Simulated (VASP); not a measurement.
Input of a VASP 6.6.1 run:

INCAR

```
PREC = Accurate
ENCUT = 600
EDIFF = 1E-7
ISMEAR = 0
SIGMA = 0.1
LREAL = F
LASPH = T
NELM = 120
ALGO = Normal
ISIF = 3
LWAVE = F
LCHARG = F
GGA = PE
IBRION = 2
NSW = 100
EDIFFG = -0.01
GGA_COMPAT = F
NELMIN = 4
```

KPOINTS

```
regular mesh
0
Gamma
  12 12 6
```

POSCAR

```
Mg2BeS3
1.0
    4.9607440499      0.0000000000      0.0000000000
   -2.4803720249      4.2961303689      0.0000000000
    0.0000000000      0.0000000000      8.3515472978
Mg Be S
2 1 3
Direct
    0.3333333333      0.6666666667      0.5000000000
    0.6666666667      0.3333333333      0.5000000000
    0.0000000000      0.0000000000      0.0000000000
    0.0000000000      0.0000000000      0.2230530654
    0.0000000000      0.0000000000      0.7769469346
    0.0000000000      0.0000000000      0.5000000000
```

Potentials or basis: VASP PAW PBE potentials, release 64 (Mg, Be, S).

Launch:

```sh
$ cat potpaw_PBE.64/Mg/POTCAR potpaw_PBE.64/Be/POTCAR potpaw_PBE.64/S/POTCAR > POTCAR
$ mpirun -np 1 vasp_std > vasp.out
```

(1) What does it give for the space group after relaxing (to 0.1 Å)?

(2) What does it give for the band gap on the k mesh?

(3) Predict the relaxed cell.

Answers

(1) P6/mmm (No. 191).

(2) zero (bands 12 and 13 overlap by 0.37 eV).

(3) a = 4.973 Å, b = 4.973 Å, c = 8.343 Å, α = 90.00°, β = 90.00°, γ = 120.00°.

Caveat: semilocal functionals underestimate gaps, and a narrow one can read as zero.
